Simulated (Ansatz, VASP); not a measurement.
# One calculation of Ga2O3, two programs

Contents of INCAR:

```
SYSTEM = Ga2O3
PREC = Accurate
ENCUT = 520
EDIFF = 1E-6
ISMEAR = 0
SIGMA = 0.05
LREAL = Auto
LASPH = .True.
NELM = 100
ALGO = Normal
ISIF = 2
LWAVE = .False.
LCHARG = .True.
GGA = PE
LELF = .True.
LVHAR = .True.
NBANDS = 104
```

The input KPOINTS:

```
regular mesh
0
Gamma
  5 9 3
  0 0 0
```

POSCAR

```
Ga2O3
1.0
    1.4027234631      0.0000000000     -5.7076941965
    0.0000000000      3.0835130475      0.0000000000
   11.1924099846      0.0000000000      5.1599096530
Ga O
8 12
Direct
    0.2111987698      0.0000000000      0.8399134337
    0.7611987698      0.5000000000      0.3399134337
    0.6388012302      0.0000000000      0.6600865663
    0.1888012302      0.5000000000      0.1600865663
    0.3034527627      0.0000000000      0.4085007299
    0.7534527627      0.5000000000      0.9085007299
    0.6465472373      0.0000000000      0.0914992701
    0.0965472373      0.5000000000      0.5914992701
   -0.0370665213      0.0000000000      0.9134883783
    0.5129334787      0.5000000000      0.4134883783
    0.8870665213      0.0000000000      0.5865116217
    0.4370665213      0.5000000000      0.0865116217
    0.5169717479      0.0000000000      0.9237013128
    0.0669717479      0.5000000000      0.4237013128
    0.3330282521      0.0000000000      0.5762986872
    0.8830282521      0.5000000000      0.0762986872
    0.2147362516      0.0000000000      0.2460195696
    0.6647362516      0.5000000000      0.7460195696
    0.7352637484      0.0000000000      0.2539804304
    0.1852637484      0.5000000000      0.7539804304
```

Input for Ansatz:

```yaml
crystal:
  lattice:
    - [1.4027234631, 0.0, -5.7076941965]
    - [0.0, 3.0835130475, 0.0]
    - [11.1924099846, 0.0, 5.159909653]
  atoms:
    - { symbol: Ga, position: [0.2111987698, 0.0, 0.8399134337] }
    - { symbol: Ga, position: [0.7611987698, 0.5, 0.3399134337] }
    - { symbol: Ga, position: [0.6388012302, 0.0, 0.6600865663] }
    - { symbol: Ga, position: [0.1888012302, 0.5, 0.1600865663] }
    - { symbol: Ga, position: [0.3034527627, 0.0, 0.4085007299] }
    - { symbol: Ga, position: [0.7534527627, 0.5, 0.9085007299] }
    - { symbol: Ga, position: [0.6465472373, 0.0, 0.0914992701] }
    - { symbol: Ga, position: [0.0965472373, 0.5, 0.5914992701] }
    - { symbol: O, position: [-0.0370665213, 0.0, 0.9134883783] }
    - { symbol: O, position: [0.5129334787, 0.5, 0.4134883783] }
    - { symbol: O, position: [0.8870665213, 0.0, 0.5865116217] }
    - { symbol: O, position: [0.4370665213, 0.5, 0.0865116217] }
    - { symbol: O, position: [0.5169717479, 0.0, 0.9237013128] }
    - { symbol: O, position: [0.0669717479, 0.5, 0.4237013128] }
    - { symbol: O, position: [0.3330282521, 0.0, 0.5762986872] }
    - { symbol: O, position: [0.8830282521, 0.5, 0.0762986872] }
    - { symbol: O, position: [0.2147362516, 0.0, 0.2460195696] }
    - { symbol: O, position: [0.6647362516, 0.5, 0.7460195696] }
    - { symbol: O, position: [0.7352637484, 0.0, 0.2539804304] }
    - { symbol: O, position: [0.1852637484, 0.5, 0.7539804304] }
basis:
  ecutwfc: 420
kpoints:
  mp_grid: { grid: [5, 9, 3] }
hamiltonian:
  xc: pbe
scf:
  occupations: { method: gaussian, width: 0.05 }
output:
  forces: true
  stress: true
  eigenvalues: true
```

Alike in both runs: task single point; functional PBE; k mesh 5 × 9 × 3; occupations gaussian, width 0.05 eV; no spin polarisation.

|  | VASP | Ansatz |
| --- | --- | --- |
| version | VASP 6.6.1 | Ansatz 0.2.0 |
| potentials or method | VASP PAW PBE potentials, release 64 (Ga_d, O), cutoff 520 eV | scalar-relativistic, plane waves, PAW |
| valence electrons in the cell | 176 | 176 |

VASP gave:

| Item | Value |
| --- | --- |
| gap on the k mesh at the Fermi level (eV) | 1.80 |
| least direct gap on the mesh (eV) | 1.92 |
| pressure (GPa) | 1.2 |
| traceless stress, the component that is largest in VASP (GPa) | 4.14 |
| rms of the force components (eV/Å) | 0.378 |

Question: What did Ansatz give for the same quantities?

Answer: gap on the k mesh at the Fermi level (eV): 1.82; least direct gap on the mesh (eV): 1.94; pressure (GPa): 0.6; traceless stress, the component that is largest in VASP (GPa): 4.14; rms of the force components (eV/Å): 0.379.

Atom by atom the forces differ by 0.009 eV/Å (rms over components). With one functional, cell and mesh, what is left measures potentials, basis and numerics.
